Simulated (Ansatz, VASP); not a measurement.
## One calculation of HfN, two programs

```
CELL_PARAMETERS angstrom
0.09023 2.30098 2.30098
2.30098 0.09023 2.30098
2.30098 2.30098 0.09023
ATOMIC_POSITIONS crystal
Hf 0.00000 0.00000 0.00000
N 0.50000 0.50000 0.50000
```

Change from the starting cell: equal xy, yz and zx shear strains of +4 %.

Alike in both runs: task single point; functional PBE; k mesh 16 × 16 × 16; occupations fermi-dirac, width 0.05 eV; no spin polarisation.

```csv
,VASP,Ansatz
version,VASP 6.6.1,Ansatz 0.2.0
potentials or method,"VASP PAW PBE potentials, release 64 (Hf_pv, N), cutoff 520 eV","all-electron LAPW, scalar-relativistic"
```

```csv
,VASP,Ansatz,Ansatz less VASP
pressure (GPa),4.7,7.2,+2.48
"traceless stress, the component that is largest in VASP (GPa)",-5.05,-4.99,+0.058
```

Ansatz ran all-electron here, and VASP with PAW potentials.

Neither program's run includes spin-orbit coupling.
